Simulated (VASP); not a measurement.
# Fe (Pm-3m) in VASP: further runs, part 2 of 2

VASP 6.6.1.

## Step 4: Relaxation of cell and atoms, PBE, collinear spin, ferromagnetic start, target pressure 10 GPa, at which the enthalpy is minimised

This run uses another cell than the first one, of 13.14 Å³/atom, 0.986 times its volume.

The input, INCAR:

```
PREC     = Accurate       # precision mode
ENCUT    = 600            # plane-wave cutoff, eV
EDIFF    = 1E-6           # SCF threshold, eV
ISMEAR   = 1              # smearing method
SIGMA    = 0.05           # smearing width, eV
LREAL    = False          # projectors in reciprocal space
LASPH    = True           # aspherical terms in the spheres
NELM     = 150            # most SCF steps
ALGO     = Normal         # electronic algorithm
ISIF     = 3              # what is computed and relaxed
LWAVE    = False          # write WAVECAR
LCHARG   = False          # write CHGCAR
ISPIN    = 2              # spin polarisation
MAGMOM   = 3.5            # initial moments
LORBIT   = 11             # projections on sites
LMAXMIX  = 4              # l up to which the mixer works
GGA      = PE             # functional
IBRION   = 2              # ionic algorithm
NSW      = 80             # ionic steps
EDIFFG   = -0.01          # ionic threshold
PSTRESS  = 100.0
```

The input, KPOINTS:

```
Automatic mesh
0
Gamma
  9 9 9
```

The input, POSCAR:

```
Fe
1.0
    2.3600000000      0.0000000000      0.0000000000
    0.0000000000      2.3600000000      0.0000000000
    0.0000000000      0.0000000000      2.3600000000
Fe
1
Direct
    0.0000000000      0.0000000000      0.0000000000
```

Potentials or basis: VASP PAW PBE potentials, release 64 (Fe).

On the command line:

```
cat potpaw_PBE.64/Fe/POTCAR > POTCAR
mpirun -np 1 vasp_std > vasp.out
```

OUTCAR:

```text
PREC = Accurate
   ENCUT = 600
   EDIFF = 1E-6
   ISMEAR = 1
   LREAL = False
   LASPH = True
   NELM = 150
   ISIF = 3
   ISPIN = 2
   LORBIT = 11
   GGA = PE
   IBRION = 2
   NSW = 80
   EDIFFG = -0.01
   PSTRESS = 100.0

 ion  position               nearest neighbor table
   1  0.000  0.000  0.000-

  LATTYP: Found a simple cubic cell.
 ALAT       =     2.3600000000

  Lattice vectors:

 A1 = (   2.3600000000,   0.0000000000,   0.0000000000)
 A2 = (   0.0000000000,   2.3600000000,   0.0000000000)
 A3 = (   0.0000000000,   0.0000000000,   2.3600000000)

Analysis of symmetry for initial positions (statically):
=====================================================================
 Subroutine PRICEL returns:
 Original cell was already a primitive cell.

 Routine SETGRP: Setting up the symmetry group for a
 simple cubic supercell.

 Subroutine GETGRP returns: Found 48 space group operations
 (whereof 48 operations were pure point group operations)
 out of a pool of 48 trial point group operations.

The static configuration has the point symmetry O_h .

Analysis of symmetry for dynamics (positions and initial velocities):
=====================================================================
 Subroutine PRICEL returns:
 Original cell was already a primitive cell.

 Routine SETGRP: Setting up the symmetry group for a
 simple cubic supercell.

 Subroutine GETGRP returns: Found 48 space group operations
 (whereof 48 operations were pure point group operations)
 out of a pool of 48 trial point group operations.

The dynamic configuration has the point symmetry O_h .

Analysis of structural, dynamic, and magnetic symmetry:
=====================================================================
 Subroutine PRICEL returns:
 Original cell was already a primitive cell.

 Routine SETGRP: Setting up the symmetry group for a
 simple cubic supercell.

 Subroutine GETGRP returns: Found 48 space group operations
 (whereof 48 operations were pure point group operations)
 out of a pool of 48 trial point group operations.

The overall configuration has the point symmetry O_h .

[... 134 lines left out ...]
   NGX =  9   NGY =  9   NGZ =  9

--------------------------------------- Ionic step        1  -------------------------------------------

 number of electron       8.0000008 magnetization       2.4302243

 Free energy of the ion-electron system (eV)
  ---------------------------------------------------
  ext. energy  EPLUGINS =         0.00000000
  ---------------------------------------------------
  free energy    TOTEN  =        -7.50051420 eV

  energy without entropy =       -7.50035787  energy(sigma->0) =       -7.50046209

------------------------ aborting loop because EDIFF is reached ----------------------------------------

  FORCE on cell =-STRESS in cart. coord.  units (eV):
  Direction    XX          YY          ZZ          XY          YZ          ZX
  --------------------------------------------------------------------------------------
  -------------------------------------------------------------------------------------
  Total        0.1333449      0.1333449      0.1333449     -0.0000000      0.0000000      0.0000000
  in kB       16.2536491     16.2536491     16.2536491     -0.0000000      0.0000000      0.0000000
  external PRESSURE =     -83.7463509 kB  Pullay stress =     100.0000000 kB
[... 283 lines left out ...]
--------------------------------------- Ionic step        9  -------------------------------------------

 number of electron       8.0000000 magnetization       2.3257053

 Free energy of the ion-electron system (eV)
  ---------------------------------------------------
  ext. energy  EPLUGINS =         0.00000000
  ---------------------------------------------------
  free energy    TOTEN  =        -7.46999792 eV

  energy without entropy =       -7.46935151  energy(sigma->0) =       -7.46978245

 E-fermi :   5.1141     XC(G=0): -12.5229

 val. band max:        5.1140022026   @ k =   0.4444   0.3333   0.2222
 cond. band min:       5.3598735030   @ k =   0.4444   0.4444   0.2222
 fundamental gap:      0.2458713004
 Fermi energy:         5.1141007705

 spin component 1

 k-point     1 :       0.0000    0.0000    0.0000
  band No.  band energies     occupation
      1      -2.8933      1.00000
      2       1.1094      1.00000
      3       1.1094      1.00000
      4       4.8581      1.00000
      5       4.8581      1.00000
      6       4.8581      1.00000
      7      24.8340      0.00000
      8      24.8340      0.00000
      9      24.8340      0.00000
     10      28.8513      0.00000
[... 287 lines left out ...]
 k-point    24 :       0.4444    0.3333    0.1111
  band No.  band energies     occupation
      1       0.6119      1.00000
      2       2.3484      1.00000
      3       3.2816      1.00000
      4       3.6062      1.00000
      5       4.8753      1.00000
      6       8.4731      0.00000
      7      11.7175      0.00000
      8      19.0915      0.00000
      9      22.1600      0.00000
     10      29.2367      0.00000

 [... further k-points ...]

 spin component 2

 k-point     1 :       0.0000    0.0000    0.0000
  band No.  band energies     occupation
      1      -2.5762      1.00000
      2       2.5700      1.00000
      3       2.5704      1.00000
      4       7.8114      0.00000
      5       7.8114      0.00000
      6       7.8119      0.00000
      7      25.4692      0.00000
      8      25.4692      0.00000
      9      25.4692      0.00000
     10      29.3173      0.00000
[... 331 lines left out ...]
  energy  without entropy=       -7.4693515115  energy(sigma->0) =       -7.46978245

  enthalpy is  TOTEN    =        -6.6959454420 eV   P V=        0.7740524769

 reached required accuracy - stopping structural energy minimisation

 total charge

# of ion       s       p       d       tot
------------------------------------------
    1        0.520   0.453   6.327   7.300

 magnetization (x)

# of ion       s       p       d       tot
------------------------------------------
    1        0.003  -0.001   2.306   2.308
```

Wall time 39 s (1 thread of AMD EPYC 9R45 (Zen 5), shared host); peak memory 0.11 GiB.

What came out:

```
Free energy                                            : -7.4700 eV
Relaxed volume                                         : 12.40 Å³/atom
Relaxed cell                                           : a = 2.315 Å, b = 2.315 Å, c = 2.315 Å, α = 90.00°, β = 90.00°, γ = 90.00°
Space group after relaxing (to 0.05 Å)                 : Pm-3m (No. 221)
Energy change on relaxing (the enthalpy is what falls) : +30.5 meV/atom
Ionic steps                                            : 9
Pressure after relaxing                                : 10.1 GPa
Net moment                                             : 2.33 μB per cell
Site moments                                           : Fe +2.31 μB
Valence electrons inside the program's atomic spheres  : Fe 7.30
```

Step by step:
```tsv
step	energy change (eV)	largest force (eV/Å)	pressure (GPa)	volume (Å³)
1	0.0000	0.0000	1.63	13.14
2	0.0788	0.0000	19.55	11.88
3	0.0249	0.0000	9.79	12.49
4	0.0258	0.0000	9.75	12.48
5	0.0473	0.0000	14.05	12.18
6	0.0268	0.0000	9.40	12.46
7	0.0360	0.0000	11.40	12.32
8	0.0294	0.0000	9.81	12.42
9	0.0305	0.0000	10.12	12.40
```

Final structure:
```cif
data_structure
_symmetry_space_group_name_H-M 'P 1'
_symmetry_Int_Tables_number 1
_cell_length_a 2.3147
_cell_length_b 2.3147
_cell_length_c 2.3147
_cell_angle_alpha 90.000
_cell_angle_beta 90.000
_cell_angle_gamma 90.000
_cell_volume 12.40
loop_
_atom_site_label
_atom_site_type_symbol
_atom_site_fract_x
_atom_site_fract_y
_atom_site_fract_z
_atom_site_occupancy
Fe1 Fe 0.00000 0.00000 0.00000 1
```

Caveat: the cell is relaxed towards a set pressure, so the enthalpy falls and the energy may rise.

## Step 5: Relaxation of cell and atoms, PBE, collinear spin, ferromagnetic start, target pressure 20 GPa, at which the enthalpy is minimised

This run uses another cell than the first one, of 13.14 Å³/atom, 0.986 times its volume.

The input, INCAR:

```
ALGO = Normal
EDIFF = 1E-6
EDIFFG = -0.01
ENCUT = 600
GGA = PE
IBRION = 2
ISIF = 3
ISMEAR = 1
ISPIN = 2
LASPH = True
LCHARG = False
LMAXMIX = 4
LORBIT = 11
LREAL = False
LWAVE = False
MAGMOM = 3.5
NELM = 150
NSW = 80
PREC = Accurate
PSTRESS = 200.0
SIGMA = 0.05
```

The input, KPOINTS:

```
k-points
0
Gamma
  9 9 9
```

POSCAR is that of step 4.

On the command line:

```
cat potpaw_PBE.64/Fe/POTCAR > POTCAR
mpirun -np 1 vasp_std > vasp.out
```

Run time: 41 s. Hardware: 1 thread of AMD EPYC 9R45 (Zen 5), shared host; peak memory 0.11 GiB.

Results (log left out):

- Free energy: -7.4202 eV
- Relaxed volume: 11.87 Å³/atom
- Relaxed cell: a = 2.281 Å, b = 2.281 Å, c = 2.281 Å, α = 90.00°, β = 90.00°, γ = 90.00°
- Space group after relaxing (to 0.05 Å): Pm-3m (No. 221)
- Energy change on relaxing (the enthalpy is what falls): +80.3 meV/atom
- Ionic steps: 5
- Pressure after relaxing: 20.1 GPa
- Net moment: 2.33 μB per cell
- Site moments: Fe +2.31 μB
- Valence electrons inside the program's atomic spheres: Fe 7.39

The path:
| step | energy change (eV) | largest force (eV/Å) | pressure (GPa) | volume (Å³) |
| --- | --- | --- | --- | --- |
| 1 | 0.0000 | 0.0000 | 1.63 | 13.14 |
| 2 | 0.3820 | 0.0000 | 44.22 | 10.48 |
| 3 | 0.0616 | 0.0000 | 16.88 | 12.03 |
| 4 | 0.0861 | 0.0000 | 20.89 | 11.82 |
| 5 | 0.0803 | 0.0000 | 20.11 | 11.87 |

Final structure:
```
Fe
1.0
     2.28100    0.00000    0.00000
     0.00000    2.28100    0.00000
     0.00000    0.00000    2.28100
Fe
1
Direct
  0.00000 0.00000 0.00000
```

Levels at points of the mesh, in eV from the Fermi level:
Spin up:
```tsv
k point	band 1	band 2	band 3	band 4	band 5	band 6	band 7	band 8	band 9	band 10
(0.00, 0.00, 0.00)	-8.33	-4.28	-4.28	-0.24	-0.24	-0.24	20.21	20.21	20.21	24.34
```
Spin down:
```
           k point  band 1  band 2  band 3  band 4  band 5  band 6  band 7  band 8
(0.00, 0.00, 0.00)   -7.99   -2.80   -2.80    2.71    2.71    2.71   20.87   20.87
```

Caveat: the cell is relaxed towards a set pressure, so the enthalpy falls and the energy may rise.

## Step 6: Relaxation of cell and atoms, PBE, collinear spin, ferromagnetic start, target pressure 30 GPa, at which the enthalpy is minimised

This run uses another cell than the first one, of 13.14 Å³/atom, 0.986 times its volume.

The input, INCAR:

```
PREC = Accurate ; ENCUT = 600
EDIFF = 1E-6 ; ISMEAR = 1
SIGMA = 0.05 ; LREAL = F
LASPH = T ; NELM = 150
ALGO = Normal ; ISIF = 3
LWAVE = F ; LCHARG = F
ISPIN = 2 ; MAGMOM = 3.5
LORBIT = 11 ; LMAXMIX = 4
GGA = PE ; IBRION = 2
NSW = 80 ; EDIFFG = -0.01
PSTRESS = 300.0
```

The input, KPOINTS:

```
Automatic mesh
0
Gamma
  9 9 9
```

POSCAR is that of step 5.

Potentials or basis: VASP PAW PBE potentials, release 64 (Fe).

On the command line:

```
cat potpaw_PBE.64/Fe/POTCAR > POTCAR
mpirun -np 1 vasp_std > vasp.out
```

Run time: 25 s. Hardware: 1 thread of AMD EPYC 9R45 (Zen 5), shared host; peak memory 0.11 GiB.

The run converged. Its results:

```yaml
Free_energy: -7.3285 eV
Relaxed_volume: 11.31 Å³/atom
Relaxed_cell: a = 2.245 Å, b = 2.245 Å, c = 2.245 Å, α = 90.00°, β = 90.00°, γ = 90.00°
Space_group_after_relaxing_to_0.05_Å: Pm-3m (No. 221)
Energy_change_on_relaxing_the_enthalpy_is_what_falls: +172.0 meV/atom
Ionic_steps: 15
Pressure_after_relaxing: 29.9 GPa
Net_moment: 2.13 μB per cell
Site_moments: Fe +2.10 μB
Valence_electrons_inside_the_program's_atomic_spheres: Fe 7.50
```

Step by step:
| step | energy change (eV) | largest force (eV/Å) | pressure (GPa) | volume (Å³) |
| --- | --- | --- | --- | --- |
| 1 | 0.0000 | 0.0000 | 1.63 | 13.14 |
| 2 | 0.8534 | 0.0000 | 86.75 | 9.19 |
| 3 | 0.1838 | 0.0000 | 31.22 | 11.25 |
| 4 | 0.1716 | 0.0000 | 29.79 | 11.31 |
| 5 | 0.1716 | 0.0000 | 29.78 | 11.31 |
| 6 | 0.1717 | 0.0000 | 29.82 | 11.31 |
| 7 | 0.1717 | 0.0000 | 29.77 | 11.31 |
| 8 | 0.1717 | 0.0000 | 29.77 | 11.31 |
| 9 | 0.1717 | 0.0000 | 29.77 | 11.31 |
| 10 | 0.1717 | 0.0000 | 29.77 | 11.31 |
| 11 | 0.1717 | 0.0000 | 29.78 | 11.31 |
| 12 | 0.1717 | 0.0000 | 29.78 | 11.31 |
| 13 | 0.1718 | 0.0000 | 29.80 | 11.31 |
| 14 | 0.1718 | 0.0000 | 29.82 | 11.31 |
| 15 | 0.1720 | 0.0000 | 29.88 | 11.31 |

Final structure:
```
Fe
1.0
     2.24472    0.00000    0.00000
     0.00000    2.24472    0.00000
     0.00000    0.00000    2.24472
Fe
1
Direct
  0.00000 0.00000 0.00000
```

Levels at points of the mesh, in eV from the Fermi level:
Spin up:
| k point | band 1 | band 2 | band 3 | band 4 | band 5 | band 6 | band 7 | band 8 | band 9 | band 10 |
| --- | --- | --- | --- | --- | --- | --- | --- | --- | --- | --- |
| (0.00, 0.00, 0.00) | -8.70 | -4.51 | -4.51 | -0.19 | -0.19 | -0.19 | 20.74 | 20.74 | 20.74 | 25.04 |
Spin down:
```
           k point  band 1  band 2  band 3  band 4  band 5  band 6  band 7
(0.00, 0.00, 0.00)   -8.38   -3.26   -3.26    2.62    2.62    2.62   21.38
```

Caveat: the cell is relaxed towards a set pressure, so the enthalpy falls and the energy may rise.

## Step 7: Summary

| task | cell | cutoff (eV) | gap on the mesh (eV) | pressure (GPa) | moment (μB) |
| --- | --- | --- | --- | --- | --- |
| single point | a = 2.371 Å, 1 atom | 520 | none | -0.5 | 2.43 |
| relaxation of cell and atoms | relaxed from a = 2.360 Å, 1 atom | 600 | none | 0.0 | 2.43 |
| relaxation of cell and atoms | relaxed to 10 GPa from a = 2.360 Å, 1 atom | 600 | none | 10.1 | 2.33 |
| relaxation of cell and atoms | relaxed to 20 GPa from a = 2.360 Å, 1 atom | 600 | none | 20.1 | 2.33 |
| relaxation of cell and atoms | relaxed to 30 GPa from a = 2.360 Å, 1 atom | 600 | none | 29.9 | 2.13 |

Alike in all rows: level PBE; potentials or basis VASP PAW PBE potentials, release 64 (Fe); spin collinear, ferromagnetic start; k mesh 9 × 9 × 9; smearing methfessel-paxton 0.05 eV.

Caveats: the cell is relaxed towards a set pressure, so the enthalpy falls and the energy may rise (some runs).

Absolute energies hang on the potentials; compare differences alone.
